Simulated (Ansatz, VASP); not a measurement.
## Ta5Si: VASP beside Ansatz

File INCAR:

```
PREC = Accurate
ENCUT = 600
EDIFF = 1E-6
ISMEAR = 0
SIGMA = 0.1
LREAL = F
LASPH = T
NELM = 60
ALGO = Fast
ISIF = 3
LWAVE = F
LCHARG = F
GGA = PE
IBRION = 2
NSW = 100
EDIFFG = -0.01
```

The input KPOINTS:

```
regular mesh
0
Gamma
  8 8 8
```

File POSCAR:

```
Ta5Si
1.0
    0.0000000000      3.8298227053      3.8298227053
    3.8298227053      0.0000000000      3.8298227053
    3.8298227053      3.8298227053      0.0000000000
Ta Si
5 1
Direct
    0.2500000000      0.2500000000      0.2500000000
    0.6242982135      0.6242982135      0.6242982135
    0.1271053595      0.6242982135      0.6242982135
    0.6242982135      0.1271053595      0.6242982135
    0.6242982135      0.6242982135      0.1271053595
    0.0000000000      0.0000000000      0.0000000000
```

Input for Ansatz:

```yaml
crystal:
  lattice:
    - [0.0, 3.8298227053, 3.8298227053]
    - [3.8298227053, 0.0, 3.8298227053]
    - [3.8298227053, 3.8298227053, 0.0]
  atoms:
    - { symbol: Ta, position: [0.25, 0.25, 0.25] }
    - { symbol: Ta, position: [0.6242982135, 0.6242982135, 0.6242982135] }
    - { symbol: Ta, position: [0.1271053595, 0.6242982135, 0.6242982135] }
    - { symbol: Ta, position: [0.6242982135, 0.1271053595, 0.6242982135] }
    - { symbol: Ta, position: [0.6242982135, 0.6242982135, 0.1271053595] }
    - { symbol: Si, position: [0.0, 0.0, 0.0] }
basis:
  ecutwfc: 420
kpoints:
  mp_grid: { grid: [8, 8, 8] }
hamiltonian:
  xc: pbe
scf:
  occupations: { method: gaussian, width: 0.1 }
output:
  forces: true
  stress: true
  eigenvalues: true
relax:
  adjacent_minimum: "off"
  f_tol: 0.01
  max_steps: 80
  cell: { stress_tol: 0.05 }
```

Change from the starting cell: species swapped into the ZrCu5 type (F-43m, No. 216).

Alike in both runs: task relaxation of cell and atoms; functional PBE; k mesh 8 × 8 × 8; occupations gaussian, width 0.1 eV; no spin polarisation.

```csv
,VASP,Ansatz
version,VASP 6.6.1,Ansatz 0.2.0
potentials or method,"VASP PAW PBE potentials, release 64 (Ta_pv, Si), cutoff 600 eV","scalar-relativistic, plane waves, PAW"
valence electrons in the cell,59,69
```

```csv
,VASP,Ansatz,Ansatz less VASP
"gap on the k mesh at the Fermi level, each at its own relaxed structure (eV)",none,none,-
relaxed volume (Å³/atom),18.63,18.61,-0.022
relaxed cell length with the largest relative difference (Å),5.407,5.405,-0.0021
```

A gap of «none» marks a metal or a gap that the smearing closes. VASP's potentials hold 59 valence electrons a cell and Ansatz's 69, so a difference there can come from the potentials and not from the codes.

Spin-orbit coupling is off throughout.
